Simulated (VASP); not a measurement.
# ZrB2 (P6/mmm) in VASP: relaxation of cell and atoms with PBE

Aim: the relaxation of cell and atoms of ZrB2 with PBE.

Program: VASP 6.6.1. These are calculated values, not measurements. Logs are shortened: lines on timing, memory, paths and dates and some standing lists are left out, and cuts for length are marked.

### Step 1. The cell of the first run

Symmetry: P6/mmm, No. 191, hexagonal system. The conventional cell has a = 3.170 Å, b = 3.170 Å, c = 3.533 Å, α = 90.00°, β = 90.00°, γ = 120.00°. Within 3.6 Å of Zr (site symmetry 6/mmm) lie 12 B at 2.54 Å and 8 Zr at 3.17 to 3.53 Å. B (site symmetry -6m2) has 3 B at 1.83 Å within 2.4 Å.

### Step 2. Relaxation of cell and atoms, PBE

Contents of INCAR:

```
PREC     = Accurate       # precision mode
ENCUT    = 600            # plane-wave cutoff, eV
EDIFF    = 1E-6           # SCF threshold, eV
ISMEAR   = -1             # smearing method
SIGMA    = 0.1            # smearing width, eV
LREAL    = F              # projectors in reciprocal space
LASPH    = T              # aspherical terms in the spheres
NELM     = 100            # most SCF steps
ALGO     = Normal         # electronic algorithm
ISIF     = 3              # what is computed and relaxed
LWAVE    = F              # write WAVECAR
LCHARG   = F              # write CHGCAR
GGA      = PE             # functional
IBRION   = 2              # ionic algorithm
NSW      = 80             # ionic steps
EDIFFG   = -0.01          # ionic threshold
```

Contents of KPOINTS:

```
Automatic mesh
0
Gamma
  18 18 14
```

Contents of POSCAR:

```
ZrB2
1.0
    3.1700000000      0.0000000000      0.0000000000
   -1.5850000000      2.7453005300      0.0000000000
    0.0000000000      0.0000000000      3.5330000000
Zr B
1 2
Direct
    0.0000000000      0.0000000000      0.0000000000
    0.3333333333      0.6666666667      0.5000000000
    0.6666666667      0.3333333333      0.5000000000
```

Potentials or basis: VASP PAW PBE potentials, release 64 (Zr_sv, B).

The run is started by

```bash
> cat potpaw_PBE.64/Zr_sv/POTCAR potpaw_PBE.64/B/POTCAR > POTCAR
> mpirun -np 1 vasp_std > vasp.out
```

OUTCAR:

```text
PREC = Accurate
   ENCUT = 600
   EDIFF = 1E-6
   ISMEAR = -1
   LREAL = F
   LASPH = T
   NELM = 100
   ISIF = 3
   GGA = PE
   IBRION = 2
   NSW = 80
   EDIFFG = -0.01

 ion  position               nearest neighbor table
   1  0.000  0.000  0.000-   2 2.54   3 2.54   2 2.54   3 2.54   3 2.54   3 2.54   2 2.54   2 2.54
                             3 2.54   3 2.54   2 2.54   2 2.54
   2  0.333  0.667  0.500-   3 1.83   3 1.83   3 1.83   1 2.54   1 2.54   1 2.54   1 2.54   1 2.54
                             1 2.54
   3  0.667  0.333  0.500-   2 1.83   2 1.83   2 1.83   1 2.54   1 2.54   1 2.54   1 2.54   1 2.54
                             1 2.54

  LATTYP: Found a hexagonal cell.
 ALAT       =     3.1700000000
 C/A-ratio  =     1.1145110410

  Lattice vectors:

 A1 = (   3.1700000000,   0.0000000000,   0.0000000000)
 A2 = (  -1.5850000000,   2.7453005300,   0.0000000000)
 A3 = (   0.0000000000,   0.0000000000,   3.5330000000)

Analysis of symmetry for initial positions (statically):
=====================================================================
 Subroutine PRICEL returns:
 Original cell was already a primitive cell.

 Routine SETGRP: Setting up the symmetry group for a
 hexagonal supercell.

 Subroutine GETGRP returns: Found 24 space group operations
 (whereof 24 operations were pure point group operations)
 out of a pool of 24 trial point group operations.

The static configuration has the point symmetry D_6h.

Analysis of symmetry for dynamics (positions and initial velocities):
=====================================================================
 Subroutine PRICEL returns:
 Original cell was already a primitive cell.

 Routine SETGRP: Setting up the symmetry group for a
 hexagonal supercell.

 Subroutine GETGRP returns: Found 24 space group operations
 (whereof 24 operations were pure point group operations)
 out of a pool of 24 trial point group operations.

The dynamic configuration has the point symmetry D_6h.

 Subroutine INISYM returns: Found 24 space group operations
 (whereof 24 operations are pure point group operations),
 and found     1 'primitive' translations

----------------------------------------------------------------------------------------

                                     Primitive cell

  volume of cell :      30.7463

[... 109 lines left out ...]
     AMIX     =   0.40;   BMIX     =  1.00
     AMIX_MAG =   1.60;   BMIX_MAG =  1.00
  volume/ion in A,a.u.               =      10.25        69.16
  Fermi-wavevector in a.u.,A,eV,Ry     =   1.369519  2.588016 25.518847  1.875582
  Thomas-Fermi vector in A             =   2.495387
   LORBIT       =      0    0 simple, 1 ext, 2 COOP (PROOUT), +10 PAW based schemes
   GGA     = PE    functional components
   LHFCALC =     F    Hartree Fock is set to
   AEXX    =    0.0000 exact exchange contribution
   IVDW    =     0    specifies the selected vdW correction
   LEPSILON=     F    determine dielectric tensor
   LRPA    =     F    only Hartree local field effects (RPA)
 conjugate gradient relaxation of ions
 non-spin polarized calculation
  energy-cutoff  :      600.00
  volume of cell :       30.75
 maximum number of plane-waves:      1046
 NGX is ok and might be reduce to    28
   NGX = 13   NGY = 13   NGZ = 15

--------------------------------------- Ionic step        1  -------------------------------------------

 number of electron      18.0000000 magnetization

 Free energy of the ion-electron system (eV)
  ---------------------------------------------------
  ext. energy  EPLUGINS =         0.00000000
  ---------------------------------------------------
  free energy    TOTEN  =       -24.98379491 eV

  energy without entropy =      -24.97431810  energy(sigma->0) =      -24.97905650

------------------------ aborting loop because EDIFF is reached ----------------------------------------

  FORCE on cell =-STRESS in cart. coord.  units (eV):
  Direction    XX          YY          ZZ          XY          YZ          ZX
  --------------------------------------------------------------------------------------
  -------------------------------------------------------------------------------------
  Total        0.1404177      0.1404177      0.2603465      0.0000000      0.0000000     -0.0000000
  in kB        7.3171099      7.3171099     13.5665511      0.0000000      0.0000000     -0.0000000
  external PRESSURE =       9.4002570 kB  Pullay stress =       0.0000000 kB
[... 98 lines left out ...]
--------------------------------------- Ionic step        4  -------------------------------------------

 number of electron      18.0000000 magnetization

 Free energy of the ion-electron system (eV)
  ---------------------------------------------------
  ext. energy  EPLUGINS =         0.00000000
  ---------------------------------------------------
  free energy    TOTEN  =       -24.98423210 eV

  energy without entropy =      -24.97470148  energy(sigma->0) =      -24.97946679

 E-fermi :  10.5120     XC(G=0): -12.4245

 val. band max:       10.4999851786   @ k =   0.2222   0.2222   0.0714
 cond. band min:      10.5220168364   @ k =   0.0556   0.0556   0.2857
 fundamental gap:      0.0220316578
 Fermi energy:        10.5119780088

 k-point     1 :       0.0000    0.0000    0.0000
  band No.  band energies     occupation
      1     -38.1654      2.00000
      2     -16.3518      2.00000
      3     -15.7994      2.00000
      4     -15.7994      2.00000
      5      -2.2325      2.00000
      6       7.8733      2.00000
      7       7.8733      2.00000
      8       7.9018      2.00000
      9       8.1144      2.00000
     10      13.8658      0.00000
     11      13.8658      0.00000
     12      14.6216      0.00000
     13      14.6216      0.00000
[... 354 lines left out ...]
  band No.  band energies     occupation
      1     -38.0501      2.00000
      2     -16.6702      2.00000
      3     -16.1793      2.00000
      4     -16.0756      2.00000
      5       1.1650      2.00000
      6       2.6554      2.00000
      7       6.2143      2.00000
      8       6.7688      2.00000
      9       9.0733      2.00000
     10      10.8690      0.05478
     11      13.7982      0.00000
     12      15.0000      0.00000
     13      15.5144      0.00000

 [... further k-points ...]

------------------------ aborting loop because EDIFF is reached ----------------------------------------

  FORCE on cell =-STRESS in cart. coord.  units (eV):
  Direction    XX          YY          ZZ          XY          YZ          ZX
  --------------------------------------------------------------------------------------
  -------------------------------------------------------------------------------------
  Total       -0.0010430     -0.0010430      0.0032720      0.0000000     -0.0000000      0.0000000
  in kB       -0.0541352     -0.0541352      0.1698324      0.0000000     -0.0000000      0.0000000
  external PRESSURE =       0.0205207 kB  Pullay stress =       0.0000000 kB
[... 18 lines left out ...]
  FREE ENERGIE OF THE ION-ELECTRON SYSTEM (eV)
  ---------------------------------------------------
  free  energy   TOTEN  =       -24.9842320965 eV

  energy  without entropy=      -24.9747014753  energy(sigma->0) =      -24.97946679

 reached required accuracy - stopping structural energy minimisation
```

OSZICAR:

```text
N       E                     dE             d eps       ncg     rms          rms(c)
DAV:   1     0.125285116761E+03    0.12529E+03   -0.10796E+04  7696   0.155E+03
DAV:   2    -0.210032948877E+02   -0.14629E+03   -0.14152E+03  8817   0.356E+02
[... 29 lines left out ...]
   3 F= -.24984199E+02 E0= -.24979437E+02  d E =-.404386E-03
       N       E                     dE             d eps       ncg     rms          rms(c)
DAV:   1    -0.249842947568E+02   -0.95678E-04   -0.47504E-03  8066   0.700E-01    0.490E-02
DAV:   2    -0.249842490388E+02    0.45718E-04   -0.12556E-04  8946   0.980E-02    0.256E-02
DAV:   3    -0.249842317492E+02    0.17290E-04   -0.43254E-05  9006   0.592E-02    0.100E-02
DAV:   4    -0.249842320965E+02   -0.34735E-06   -0.15011E-06  6795   0.113E-02
   4 F= -.24984232E+02 E0= -.24979467E+02  d E =-.328030E-04
```

It took 2.8 min on 1 thread of Intel Xeon Platinum 8488C (Sapphire Rapids), shared host; peak memory 0.29 GiB.

Results:

* Free energy: -24.9842 eV
* Relaxed volume: 10.29 Å³/atom
* Relaxed cell: a = 3.172 Å, b = 3.172 Å, c = 3.543 Å, α = 90.00°, β = 90.00°, γ = 120.00°
* Space group after relaxing (to 0.1 Å): P6/mmm (No. 191)
* Energy gained by relaxing: 0.1 meV/atom
* Ionic steps: 4
* Pressure after relaxing: 0.0 GPa
* Band gap on the k mesh: zero (bands 9 and 10 overlap by 1.18 eV)

The path:
```tsv
step	energy change (eV)	largest force (eV/Å)	pressure (GPa)	volume (Å³)
1	0.0000	0.0000	0.94	30.75
2	0.0001	0.0000	-1.11	31.01
3	-0.0004	0.0000	-0.05	30.87
4	-0.0004	0.0000	0.00	30.87
```

Final structure:
```yaml
crystal:
  lattice:
    - [3.17194, 0.00000, 0.00000]
    - [-1.58597, 2.74698, 0.00000]
    - [0.00000, 0.00000, 3.54259]
  atoms:
    - { symbol: Zr, position: [0.00000, 0.00000, 0.00000] }
    - { symbol: B, position: [0.33333, 0.66667, 0.50000] }
    - { symbol: B, position: [0.66667, 0.33333, 0.50000] }
```

PBE usually gives volumes a little too large and moduli too small. Zero-point motion and thermal expansion aren't in these numbers.

The gap in the log of VASP goes by the Fermi energy; the results here count the filled bands.